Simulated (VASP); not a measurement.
# MgO (Fm-3m) in VASP: single point with PBE

Aim: the single point of MgO with PBE.

Everything below comes from runs of VASP 6.6.1. Logs are shortened: lines on timing, memory, paths and dates and some standing lists are left out, and cuts for length are marked.

## (1) The cell of the first run

Symmetry: Fm-3m, No. 225, cubic system. Conventional cell: a = 4.282 Å, b = 4.282 Å, c = 4.282 Å, α = 90.00°, β = 90.00°, γ = 90.00°. Mg (site symmetry m-3m) has 6 O at 2.14 Å within 2.8 Å. O (site symmetry m-3m) has 6 Mg at 2.14 Å within 2.8 Å.

## (2) Single point, PBE

INCAR reads:

```
PREC = Accurate ; ENCUT = 840
EDIFF = 1E-6 ; ISMEAR = -1
SIGMA = 0.02 ; LREAL = F
LASPH = T ; NELM = 120
ALGO = Normal ; ISIF = 2
LWAVE = F ; LCHARG = T
GGA = PE ; LELF = T
LVHAR = T ; NBANDS = 15
GGA_COMPAT = F
```

KPOINTS reads:

```
regular mesh
0
Gamma
  8 8 8
```

POSCAR reads:

```
MgO
1.0
    0.0000000000      2.1410000000      2.1410000000
    2.1410000000      0.0000000000      2.1410000000
    2.1410000000      2.1410000000      0.0000000000
Mg O
1 1
Direct
    0.0000000000      0.0000000000      0.0000000000
    0.5000000000      0.5000000000      0.5000000000
```

Potentials or basis: VASP PAW PBE potentials, release 64 (Mg_sv, O).

Launch:

```console
cat potpaw_PBE.64/Mg_sv/POTCAR potpaw_PBE.64/O/POTCAR > POTCAR
mpirun -np 1 vasp_std > vasp.out
```

OUTCAR:

```text
PREC = Accurate
   ENCUT = 840
   EDIFF = 1E-6
   ISMEAR = -1
   LREAL = F
   LASPH = T
   NELM = 120
   ISIF = 2
   GGA = PE

 ion  position               nearest neighbor table
   1  0.000  0.000  0.000-
   2  0.500  0.500  0.500-

  LATTYP: Found a face centered cubic cell.
 ALAT       =     4.2820000000

  Lattice vectors:

 A1 = (   0.0000000000,   2.1410000000,   2.1410000000)
 A2 = (   2.1410000000,   0.0000000000,   2.1410000000)
 A3 = (   2.1410000000,   2.1410000000,   0.0000000000)

Analysis of symmetry for initial positions (statically):
=====================================================================
 Subroutine PRICEL returns:
 Original cell was already a primitive cell.

 Routine SETGRP: Setting up the symmetry group for a
 face centered cubic supercell.

 Subroutine GETGRP returns: Found 48 space group operations
 (whereof 48 operations were pure point group operations)
 out of a pool of 48 trial point group operations.

The static configuration has the point symmetry O_h .

Analysis of symmetry for dynamics (positions and initial velocities):
=====================================================================
 Subroutine PRICEL returns:
 Original cell was already a primitive cell.

 Routine SETGRP: Setting up the symmetry group for a
 face centered cubic supercell.

 Subroutine GETGRP returns: Found 48 space group operations
 (whereof 48 operations were pure point group operations)
 out of a pool of 48 trial point group operations.

The dynamic configuration has the point symmetry O_h .

 Subroutine INISYM returns: Found 48 space group operations
 (whereof 48 operations are pure point group operations),
 and found     1 'primitive' translations

----------------------------------------------------------------------------------------

                                     Primitive cell

  volume of cell :      19.6282

  direct lattice vectors                    reciprocal lattice vectors
     0.000000000  2.141000000  2.141000000    -0.233535731  0.233535731  0.233535731
     2.141000000  0.000000000  2.141000000     0.233535731 -0.233535731  0.233535731
     2.141000000  2.141000000  0.000000000     0.233535731  0.233535731 -0.233535731

  length of vectors
     3.027831237  3.027831237  3.027831237     0.404495751  0.404495751  0.404495751

  position of ions in fractional coordinates (direct lattice)
     0.000000000  0.000000000  0.000000000
     0.500000000  0.500000000  0.500000000

  ion indices of the primitive-cell ions
   primitive index   ion index
                 1           1
                 2           2

----------------------------------------------------------------------------------------

 KPOINTS: regular mesh

Automatic generation of k-mesh.
 Grid dimensions read from file:
 generate k-points for:    8    8    8

 Generating k-lattice:

  Cartesian coordinates                     Fractional coordinates (reciprocal lattice)
    -0.029191966  0.029191966  0.029191966     0.125000000  0.000000000  0.000000000
     0.029191966 -0.029191966  0.029191966     0.000000000  0.125000000  0.000000000
     0.029191966  0.029191966 -0.029191966     0.000000000  0.000000000  0.125000000

  Length of vectors
     0.050561969  0.050561969  0.050561969

  Shift w.r.t. Gamma in fractional coordinates (k-lattice)
     0.000000000  0.000000000  0.000000000

 Subroutine IBZKPT returns following result:
 ===========================================

 Found     29 irreducible k-points:

 Following reciprocal coordinates:
            Coordinates               Weight
  0.000000  0.000000  0.000000      1.000000
  0.125000  0.000000  0.000000      8.000000
  0.250000  0.000000  0.000000      8.000000
  0.375000  0.000000  0.000000      8.000000
  0.500000  0.000000  0.000000      4.000000
  0.125000  0.125000  0.000000      6.000000
[... 16 lines left out ...]
  0.500000  0.250000  0.125000     48.000000
 -0.375000  0.250000  0.125000     24.000000
 [... further k-points ...]
   k-points           NKPTS =     29   k-points in BZ     NKDIM =     29   number of bands    NBANDS=     15
   number of dos      NEDOS =    301   number of ions     NIONS =      2
   total plane-waves  NPLWV =  27000
   dimension x,y,z NGX =    30 NGY =   30 NGZ =   30
   dimension x,y,z NGXF=    60 NGYF=   60 NGZF=   60
   ions per type =               1   1
   NGX,Y,Z   is equivalent  to a cutoff of  16.47, 16.47, 16.47 a.u.
   NGXF,Y,Z  is equivalent  to a cutoff of  32.94, 32.94, 32.94 a.u.
 SYSTEM =  unknown system
   PREC   = accura    normal or accurate (medium, high low for compatibility)
   ISTART =      0    job   : 0-new  1-cont  2-samecut
   ICHARG =      2    charge: 1-file 2-atom 10-const
   ISPIN  =      1    spin polarized calculation?
   LNONCOLLINEAR =      F non collinear calculations
   LSORBIT =      F    spin-orbit coupling
   LASPH  =      T    aspherical Exc in radial PAW
   ENCUT  =  840.0 eV  61.74 Ry    7.86 a.u.   7.16  7.16  7.16*2*pi/ulx,y,z
   NELM   =    120;   NELMIN=  2; NELMDL= -5     # of ELM steps
   EDIFF  = 0.1E-05   stopping-criterion for ELM
   LREAL  =      F    real-space projection
   EDIFFG = 0.1E-04   stopping-criterion for IOM
   NSW    =      0    number of steps for IOM
   IBRION =     -1    ionic relax: 0-MD 1-quasi-New 2-CG
   NFREE  =      0    steps in history (QN), initial steepest desc. (CG)
   ISIF   =      2    stress and relaxation
   ISYM   =      2    0-nonsym 1-usesym 2-fastsym
   POTIM  = 0.5000    time-step for ionic-motion
   TEBEG  =    0.0;   TEEND  =   0.0 temperature during run
   PSTRESS=    0.0 pullay stress
   NELECT =      16.0000    total number of electrons
   NUPDOWN=      -1.0000    fix difference up-down
   EMIN   =  10.00;   EMAX   =-10.00  energy-range for DOS
   EFERMI =   0.00;   METHOD = LEGACY
   ISMEAR =    -1;   SIGMA  =   0.02  broadening in eV -4-tet -1-fermi 0-gaus
   EFERMI_NEDOS =   21; number of points for ismear=-14 and -15
   IALGO  =     38    algorithm
   IMIX   =      4    mixing-type and parameters
     AMIX     =   0.40;   BMIX     =  1.00
     AMIX_MAG =   1.60;   BMIX_MAG =  1.00
  volume/ion in A,a.u.               =       9.81        66.23
  Fermi-wavevector in a.u.,A,eV,Ry     =   1.529284  2.889928 31.820077  2.338710
  Thomas-Fermi vector in A             =   2.636926
   LORBIT       =      0    0 simple, 1 ext, 2 COOP (PROOUT), +10 PAW based schemes
   GGA     = PE    functional components
   LHFCALC =     F    Hartree Fock is set to
   AEXX    =    0.0000 exact exchange contribution
   IVDW    =     0    specifies the selected vdW correction
   LEPSILON=     F    determine dielectric tensor
   LRPA    =     F    only Hartree local field effects (RPA)
 non-spin polarized calculation
  energy-cutoff  :      840.00
  volume of cell :       19.63
 maximum number of plane-waves:      1106
 NGX is ok and might be reduce to    30
   NGX = 15   NGY = 15   NGZ = 15

 number of electron      15.9999994 magnetization

 Free energy of the ion-electron system (eV)
  ---------------------------------------------------
  ext. energy  EPLUGINS =         0.00000000
  ---------------------------------------------------
  free energy    TOTEN  =       -11.88258648 eV

  energy without entropy =      -11.88258648  energy(sigma->0) =      -11.88258648

 E-fermi :   3.2324     XC(G=0): -11.1450

 val. band max:        2.5698837104   @ k =   0.0000   0.0000   0.0000
 cond. band min:       6.8449890169   @ k =   0.0000   0.0000   0.0000
 fundamental gap:      4.2751053064
 Fermi energy:         3.2324165384

 k-point     1 :       0.0000    0.0000    0.0000
  band No.  band energies     occupation
      1     -69.8732      2.00000
      2     -36.6036      2.00000
      3     -36.6036      2.00000
      4     -36.6036      2.00000
      5     -14.4350      2.00000
      6       2.5699      2.00000
      7       2.5699      2.00000
      8       2.5699      2.00000
      9       6.8450      0.00000
     10      18.0941      0.00000
     11      18.0941      0.00000
     12      18.0941      0.00000
     13      21.8785      0.00000
     14      23.6041      0.00000
     15      23.6041      0.00000

 k-point     2 :       0.1250    0.0000    0.0000
  band No.  band energies     occupation
      1     -69.8722      2.00000
      2     -36.6140      2.00000
      3     -36.6047      2.00000
      4     -36.6047      2.00000
      5     -14.2819      2.00000
      6       1.6351      2.00000
      7       2.4751      2.00000
      8       2.4751      2.00000
      9       7.7639      0.00000
     10      16.4304      0.00000
     11      18.4239      0.00000
     12      18.4239      0.00000
     13      22.5669      0.00000
     14      22.5669      0.00000
     15      23.8787      0.00000

 k-point     3 :       0.2500    0.0000    0.0000
  band No.  band energies     occupation
      1     -69.8700      2.00000
      2     -36.6391      2.00000
      3     -36.6074      2.00000
      4     -36.6074      2.00000
      5     -13.8868      2.00000
      6       0.0072      2.00000
      7       2.2564      2.00000
      8       2.2564      2.00000
      9       9.2271      0.00000
     10      14.8364      0.00000
     11      18.8259      0.00000
     12      18.8259      0.00000
     13      22.1831      0.00000
     14      22.1831      0.00000
     15      23.8131      0.00000
[... 343 lines left out ...]
 k-point    23 :       0.5000    0.2500    0.1250
  band No.  band energies     occupation
      1     -69.8662      2.00000
      2     -36.6573      2.00000
      3     -36.6266      2.00000
      4     -36.6148      2.00000
      5     -13.2706      2.00000
      6      -0.9636      2.00000
      7       0.9475      2.00000
      8       1.7612      2.00000
      9      11.6563      0.00000
     10      13.8850      0.00000
     11      15.9847      0.00000
     12      19.1395      0.00000
     13      21.7271      0.00000
     14      24.3503      0.00000
     15      27.8245      0.00000

 k-point    24 :      -0.3750    0.2500    0.1250
  band No.  band energies     occupation
      1     -69.8655      2.00000
      2     -36.6631      2.00000
      3     -36.6284      2.00000
      4     -36.6169      2.00000
      5     -13.1205      2.00000
      6      -1.2306      2.00000
      7       0.7509      2.00000
      8       1.6481      2.00000
      9      11.9022      0.00000
     10      14.2970      0.00000
     11      15.5813      0.00000
     12      18.8932      0.00000
     13      22.5288      0.00000
     14      24.0073      0.00000
     15      27.9789      0.00000

 [... further k-points ...]

------------------------ aborting loop because EDIFF is reached ----------------------------------------

  FORCE on cell =-STRESS in cart. coord.  units (eV):
  Direction    XX          YY          ZZ          XY          YZ          ZX
  --------------------------------------------------------------------------------------
  -------------------------------------------------------------------------------------
  Total       -0.3460944     -0.3460944     -0.3460944      0.0000000     -0.0000000      0.0000000
  in kB      -28.2504363    -28.2504363    -28.2504363      0.0000000     -0.0000000      0.0000000
  external PRESSURE =     -28.2504363 kB  Pullay stress =       0.0000000 kB

 VOLUME and BASIS-vectors are now :
 -----------------------------------------------------------------------------
  energy-cutoff  :      840.00
  volume of cell :       19.63
      direct lattice vectors                 reciprocal lattice vectors
     0.000000000  2.141000000  2.141000000    -0.233535731  0.233535731  0.233535731
     2.141000000  0.000000000  2.141000000     0.233535731 -0.233535731  0.233535731
     2.141000000  2.141000000  0.000000000     0.233535731  0.233535731 -0.233535731

 POSITION                                       TOTAL-FORCE (eV/Angst)
 -----------------------------------------------------------------------------------
      0.00000      0.00000      0.00000        -0.000000     -0.000000     -0.000000
      2.14100      2.14100      2.14100         0.000000      0.000000      0.000000
 -----------------------------------------------------------------------------------
    total drift:                                0.000000      0.000000      0.000000

  FREE ENERGIE OF THE ION-ELECTRON SYSTEM (eV)
  ---------------------------------------------------
  free  energy   TOTEN  =       -11.8825864812 eV

  energy  without entropy=      -11.8825864812  energy(sigma->0) =      -11.88258648
```

It took 20 s on 1 thread of Intel Xeon Platinum 8375C at 2.90GHz (Ice Lake), shared host; peak memory 0.17 GiB.

Results:

```
Free energy            : -11.8826 eV
Pressure               : -2.8 GPa
Band gap on the k mesh : 4.28 eV
```
